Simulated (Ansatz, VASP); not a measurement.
One calculation of Sb5Se, two programs

Contents of INCAR:

```
SYSTEM = Sb5Se
PREC = Accurate ; ENCUT = 520
EDIFF = 1E-7 ; ISMEAR = 0
SIGMA = 0.1 ; LREAL = .False.
LASPH = .True. ; NELM = 100
ALGO = Normal ; ISIF = 2
LWAVE = .False. ; LCHARG = .True.
GGA = PE ; LELF = .True.
LVHAR = .True. ; NBANDS = 24
```

File KPOINTS:

```
regular mesh
0
Gamma
  4 4 4
  0 0 0
```

Contents of POSCAR:

```
Sb5Se
1.0
    0.0000000000      4.5364456200      4.5364456200
    4.5364456200      0.0000000000      4.5364456200
    4.5364456200      4.5364456200      0.0000000000
Sb Se
5 1
Direct
    0.2500000000      0.2500000000      0.2500000000
    0.1261565700      0.6246144800      0.6246144800
    0.6246144800      0.6246144800      0.6246144800
    0.6246144800      0.6246144800      0.1261565700
    0.6246144800      0.1261565700      0.6246144800
    0.0000000000      0.0000000000      0.0000000000
```

Input for Ansatz:

```yaml
crystal:
  lattice:
    - [0.0, 4.53644562, 4.53644562]
    - [4.53644562, 0.0, 4.53644562]
    - [4.53644562, 4.53644562, 0.0]
  atoms:
    - { symbol: Sb, position: [0.25, 0.25, 0.25] }
    - { symbol: Sb, position: [0.12615657, 0.62461448, 0.62461448] }
    - { symbol: Sb, position: [0.62461448, 0.62461448, 0.62461448] }
    - { symbol: Sb, position: [0.62461448, 0.62461448, 0.12615657] }
    - { symbol: Sb, position: [0.62461448, 0.12615657, 0.62461448] }
    - { symbol: Se, position: [0.0, 0.0, 0.0] }
basis:
  ecutwfc: 420
kpoints:
  mp_grid: { grid: [4, 4, 4] }
hamiltonian:
  xc: pbe
scf:
  occupations: { method: gaussian, width: 0.1 }
  lower_state_search: "off"
output:
  forces: true
  stress: true
  eigenvalues: true
```

Change from the starting cell: species swapped into the Be5Pd type (F-43m, No. 216).

Alike in both runs: task single point; functional PBE; k mesh 4 × 4 × 4; occupations gaussian, width 0.1 eV; no spin polarisation.

```csv
,VASP,Ansatz
version,VASP 6.6.1,Ansatz 0.2.0
potentials or method,"VASP PAW PBE potentials, release 64 (Sb, Se), cutoff 520 eV","scalar-relativistic, plane waves, PAW"
valence electrons in the cell,31,91
```

Ansatz gave:

* gap on the k mesh at the Fermi level (eV): none
* pressure (GPa): -4.3
* rms of the force components (eV/Å): 0.052

Question: What did VASP give for the same quantities?

Answer: gap on the k mesh at the Fermi level (eV): none; pressure (GPa): -4.4; rms of the force components (eV/Å): 0.052.

Atom by atom the forces differ by 0.000 eV/Å (rms over components). A gap of «none» marks a metal or a gap that the smearing closes. VASP's potentials hold 31 valence electrons a cell and Ansatz's 91, so a difference there can come from the potentials and not from the codes.

Spin-orbit coupling is off throughout.
